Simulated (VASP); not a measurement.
# SbPt (P6_3/mmc) in VASP: a series of runs

The runs below take SbPt through single point, with PBEsol.

All numbers are computed with VASP 6.6.1; they aren't measurements. Logs are shortened: lines on timing, memory, paths and dates and some standing lists are left out, and cuts for length are marked.

## (1) The cell of the first run

It takes space group P6_3/mmc (No. 194, hexagonal). The conventional cell has a = 4.171 Å, b = 4.171 Å, c = 5.468 Å, α = 90.00°, β = 90.00°, γ = 120.00°. Within 3.7 Å of Sb (site symmetry -6m2) lie 6 Pt at 2.77 Å and 6 Sb at 3.64 Å. Within 3.6 Å of Pt (site symmetry -3m) lie 2 Pt at 2.73 Å and 6 Sb at 2.77 Å.

## (2) Single point, PBEsol

POSCAR reads:

```
SbPt
1.0
    4.1707838795      0.0000000000      0.0000000000
   -2.0853919397      3.6120047933      0.0000000000
    0.0000000000      0.0000000000      5.4684868206
Sb Pt
2 2
Direct
    0.3333333333      0.6666666667      0.2500000000
    0.6666666667      0.3333333333      0.7500000000
    0.0000000000      0.0000000000      0.0000000000
    0.0000000000      0.0000000000      0.5000000000
```

INCAR.step1 reads:

```
SYSTEM = SbPt
ALGO     = Normal         ! electronic algorithm
EDIFF    = 1E-7           ! SCF threshold, eV
ENCUT    = 520            ! plane-wave cutoff, eV
GGA      = PS             ! functional
ISIF     = 2              ! what is computed and relaxed
ISMEAR   = 0              ! smearing method
LASPH    = .TRUE.         ! aspherical terms in the spheres
LCHARG   = .TRUE.         ! write CHGCAR
LMAXMIX  = 4              ! l up to which the mixer works
LREAL    = .FALSE.        ! projectors in reciprocal space
LWAVE    = .FALSE.        ! write WAVECAR
NBANDS   = 23             ! bands
NELM     = 100            ! most SCF steps
PREC     = Accurate       ! precision mode
SIGMA    = 0.1            ! smearing width, eV
```

KPOINTS.step1 reads:

```
k-points
0
G
  12 12 8
  0 0 0
```

INCAR.step2 reads:

```
SYSTEM = SbPt
ALGO     = Normal         ! electronic algorithm
EDIFF    = 1E-7           ! SCF threshold, eV
ENCUT    = 520            ! plane-wave cutoff, eV
GGA      = PS             ! functional
ICHARG   = 11             ! starting density
ISIF     = 2              ! what is computed and relaxed
ISMEAR   = -5             ! smearing method
LASPH    = .TRUE.         ! aspherical terms in the spheres
LCHARG   = .FALSE.        ! write CHGCAR
LMAXMIX  = 4              ! l up to which the mixer works
LORBIT   = 11             ! projections on sites
LREAL    = .FALSE.        ! projectors in reciprocal space
LWAVE    = .FALSE.        ! write WAVECAR
NEDOS    = 2001           ! points of the DOS
NELM     = 100            ! most SCF steps
PREC     = Accurate       ! precision mode
SIGMA    = 0.1            ! smearing width, eV
```

KPOINTS.step2 reads:

```
k-points
0
G
  18 18 12
  0 0 0
```

Potentials or basis: VASP PAW PBE potentials, release 64 (Sb, Pt).

Command:

```bash
$ cat potpaw_PBE.64/Sb/POTCAR potpaw_PBE.64/Pt/POTCAR > POTCAR
$ cp INCAR.step1 INCAR
$ cp KPOINTS.step1 KPOINTS
$ mpirun -np 1 vasp_std > vasp.out
$ cp INCAR.step2 INCAR
$ cp KPOINTS.step2 KPOINTS
$ mpirun -np 1 vasp_std > vasp.out
```

OUTCAR:

```text
SYSTEM = SbPt
   EDIFF = 1E-7
   ENCUT = 520
   GGA = PS
   ICHARG = 11
   ISIF = 2
   ISMEAR = -5
   LASPH = .TRUE.
   LORBIT = 11
   LREAL = .FALSE.
   NELM = 100
   PREC = Accurate

 ion  position               nearest neighbor table
   1  0.333  0.667  0.250-   3 2.77   4 2.77   3 2.77   4 2.77   3 2.77   4 2.77   2 3.64   2 3.64
                             2 3.64   2 3.64   2 3.64   2 3.64
   2  0.667  0.333  0.750-   3 2.77   4 2.77   3 2.77   4 2.77   3 2.77   4 2.77   1 3.64   1 3.64
                             1 3.64   1 3.64   1 3.64   1 3.64
   3  0.000  0.000  0.000-   4 2.73   4 2.73   1 2.77   2 2.77   1 2.77   2 2.77   2 2.77   1 2.77

   4  0.000  0.000  0.500-   3 2.73   3 2.73   1 2.77   2 2.77   1 2.77   2 2.77   2 2.77   1 2.77

  LATTYP: Found a hexagonal cell.
 ALAT       =     4.1707838795
 C/A-ratio  =     1.3111412575

  Lattice vectors:

 A1 = (   4.1707838795,   0.0000000000,   0.0000000000)
 A2 = (  -2.0853919397,   3.6120047933,   0.0000000000)
 A3 = (   0.0000000000,   0.0000000000,   5.4684868206)

Analysis of symmetry for initial positions (statically):
=====================================================================
 Subroutine PRICEL returns:
 Original cell was already a primitive cell.

 Routine SETGRP: Setting up the symmetry group for a
 hexagonal supercell.

 Subroutine GETGRP returns: Found 24 space group operations
 (whereof 12 operations were pure point group operations)
 out of a pool of 24 trial point group operations.

The static configuration has the point symmetry D_3d.
 The point group associated with its full space group is D_6h.

Analysis of symmetry for dynamics (positions and initial velocities):
=====================================================================
 Subroutine PRICEL returns:
 Original cell was already a primitive cell.

 Routine SETGRP: Setting up the symmetry group for a
 hexagonal supercell.

 Subroutine GETGRP returns: Found 24 space group operations
 (whereof 12 operations were pure point group operations)
 out of a pool of 24 trial point group operations.

The dynamic configuration has the point symmetry D_3d.
 The point group associated with its full space group is D_6h.

 Subroutine INISYM returns: Found 24 space group operations
 (whereof 12 operations are pure point group operations),
 and found     1 'primitive' translations

----------------------------------------------------------------------------------------

                                     Primitive cell

[... 107 lines left out ...]
   NELECT =      30.0000    total number of electrons
   NUPDOWN=      -1.0000    fix difference up-down
   EMIN   =  10.00;   EMAX   =-10.00  energy-range for DOS
   EFERMI =   0.00;   METHOD = LEGACY
   ISMEAR =    -5;   SIGMA  =   0.10  broadening in eV -4-tet -1-fermi 0-gaus
   EFERMI_NEDOS =   21; number of points for ismear=-14 and -15
   IALGO  =     38    algorithm
   IMIX   =      4    mixing-type and parameters
     AMIX     =   0.40;   BMIX     =  1.00
     AMIX_MAG =   1.60;   BMIX_MAG =  1.00
  volume/ion in A,a.u.               =      20.60       138.99
  Fermi-wavevector in a.u.,A,eV,Ry     =   1.169062  2.209207 18.595162  1.366706
  Thomas-Fermi vector in A             =   2.305540
   LORBIT       =     11    0 simple, 1 ext, 2 COOP (PROOUT), +10 PAW based schemes
   GGA     = PS    functional components
   LHFCALC =     F    Hartree Fock is set to
   AEXX    =    0.0000 exact exchange contribution
   IVDW    =     0    specifies the selected vdW correction
   LEPSILON=     F    determine dielectric tensor
   LRPA    =     F    only Hartree local field effects (RPA)
 non-spin polarized calculation
 Fermi weights with tetrahedron method with Bloechl corrections
  energy-cutoff  :      520.00
  volume of cell :       82.38
 maximum number of plane-waves:      2240
 NGX is ok and might be reduce to    32

 number of electron      30.0000003 magnetization

 Free energy of the ion-electron system (eV)
  ---------------------------------------------------
  ext. energy  EPLUGINS =         0.00000000
  ---------------------------------------------------
  free energy    TOTEN  =       -24.74225012 eV

  energy without entropy =      -24.74225012  energy(sigma->0) =      -24.74225012

 E-fermi :   9.7593     XC(G=0): -11.5070

 val. band max:        9.8256218068   @ k =   0.4444   0.0556   0.5000
 cond. band min:       9.6944998793   @ k =   0.3333  -0.0000   0.2500
 fundamental gap:     -0.1311219275
 Fermi energy:         9.7592786233

 k-point     1 :       0.0000    0.0000    0.0000
  band No.  band energies     occupation
      1      -3.0558      2.00000
      2       0.8377      2.00000
      3       2.8741      2.00000
      4       3.8228      2.00000
      5       3.8228      2.00000
      6       3.8682      2.00000
[... 505 lines left out ...]
      6       4.8049      2.00000
[... 11 lines left out ...]
     18      12.4955      0.00000
     19      13.4233      0.00000

 [... further k-points ...]

------------------------ aborting loop because EDIFF is reached ----------------------------------------

  FORCE on cell =-STRESS in cart. coord.  units (eV):
  Direction    XX          YY          ZZ          XY          YZ          ZX
  --------------------------------------------------------------------------------------
  -------------------------------------------------------------------------------------
  Total       -0.1942019     -0.1942019     -0.1445744     -0.0000000      0.0000000      0.0000000
  in kB       -3.7768600     -3.7768600     -2.8116996     -0.0000000      0.0000000      0.0000000
  external PRESSURE =      -3.4551399 kB  Pullay stress =       0.0000000 kB

 VOLUME and BASIS-vectors are now :
 -----------------------------------------------------------------------------
  energy-cutoff  :      520.00
  volume of cell :       82.38
      direct lattice vectors                 reciprocal lattice vectors
     4.170783880  0.000000000  0.000000000     0.239763083  0.138427280  0.000000000
    -2.085391940  3.612004793  0.000000000     0.000000000  0.276854561  0.000000000
     0.000000000  0.000000000  5.468486821     0.000000000  0.000000000  0.182865943

 POSITION                                       TOTAL-FORCE (eV/Angst)
 -----------------------------------------------------------------------------------
     -0.00000      2.40800      1.36712         0.000000     -0.000000      0.000000
      2.08539      1.20400      4.10137        -0.000000      0.000000      0.000000
      0.00000      0.00000      0.00000         0.000000      0.000000      0.000000
      0.00000      0.00000      2.73424         0.000000      0.000000      0.000000
 -----------------------------------------------------------------------------------
    total drift:                                0.000000     -0.000000      0.000000

  FREE ENERGIE OF THE ION-ELECTRON SYSTEM (eV)
  ---------------------------------------------------
  free  energy   TOTEN  =       -24.7422501246 eV

  energy  without entropy=      -24.7422501246  energy(sigma->0) =      -24.74225012

 total charge

# of ion       s       p       d       tot
------------------------------------------
    1        1.154   1.137   0.076   2.367
    2        1.154   1.137   0.076   2.367
    3        0.672   0.567   8.184   9.424
    4        0.672   0.567   8.184   9.424
--------------------------------------------------
tot          3.654   3.408  16.520  23.582
```

OUTCAR.step1:

```text
SYSTEM = SbPt
   EDIFF = 1E-7
   ENCUT = 520
   GGA = PS
   ISIF = 2
   ISMEAR = 0
[... 859 lines left out ...]
     -0.00000      2.40800      1.36712         0.000000     -0.000000      0.000000
      2.08539      1.20400      4.10137        -0.000000      0.000000      0.000000
      0.00000      0.00000      0.00000        -0.000000     -0.000000      0.000000
      0.00000      0.00000      2.73424         0.000000     -0.000000      0.000000
 -----------------------------------------------------------------------------------
    total drift:                                0.000000     -0.000000      0.000000

  FREE ENERGIE OF THE ION-ELECTRON SYSTEM (eV)
  ---------------------------------------------------
  free  energy   TOTEN  =       -24.7486362104 eV

  energy  without entropy=      -24.7400725277  energy(sigma->0) =      -24.74435437
```

Wall time 2.3 min (1 thread of Intel Xeon 6975P-C (Granite Rapids), shared host); peak memory 0.49 GiB.

Results:

| Item | Value |
| --- | --- |
| Valence electrons inside the program's atomic spheres | Sb 2.37; Pt 9.42 |

Caveat: the PAW data sets were made with another functional, which shifts forces and pressure a little; spin-orbit coupling is left out, which moves the levels of the heavy elements.

## (3) Single point, PBEsol

POSCAR reads:

```
SbPt
1.0
    4.1707838793      0.0000000000      0.0000000000
   -2.0853919396      3.6120047932      0.0000000000
    0.0000000000      0.0000000000      5.4684868214
Sb Pt
2 2
Direct
    0.3333333333      0.6666666667      0.2500000000
    0.6666666667      0.3333333333      0.7500000000
    0.0000000000      0.0000000000      0.0000000000
    0.0000000000      0.0000000000      0.5000000000
```

INCAR.step1 is that of step 2.

KPOINTS.step1 is that of step 2.

INCAR.step2 is that of step 2.

KPOINTS.step2 is that of step 2.

Potentials or basis: VASP PAW PBE potentials, release 64 (Sb, Pt).

Command:

```bash
$ cat potpaw_PBE.64/Sb/POTCAR potpaw_PBE.64/Pt/POTCAR > POTCAR
$ cp INCAR.step1 INCAR
$ cp KPOINTS.step1 KPOINTS
$ mpirun -np 1 vasp_std > vasp.out
$ cp INCAR.step2 INCAR
$ cp KPOINTS.step2 KPOINTS
$ mpirun -np 1 vasp_std > vasp.out
```

It took 2.3 min on 1 thread of Intel Xeon Platinum 8559C (Emerald Rapids), shared host; peak memory 0.49 GiB.

It converged, with:

```
Valence electrons inside the program's atomic spheres : Sb 2.37; Pt 9.42
```

Levels at points of the mesh, in eV from the Fermi level:
```tsv
k point	band 13	band 14	band 15	band 16	band 17	band 18
(0.00, 0.00, 0.00)	-0.12	-0.12	0.81	2.32	2.34	3.51
(0.50, 0.00, 0.00)	-2.67	-2.23	-2.06	-0.69	1.95	4.18
(0.00, 0.00, 0.50)	-1.22	-1.22	2.31	2.31	2.31	2.31
(0.50, 0.00, 0.50)	-3.04	-3.04	0.34	0.34	1.66	1.66
```

Caveat: the PAW data sets were made with another functional, which shifts forces and pressure a little; spin-orbit coupling is left out, which moves the levels of the heavy elements.
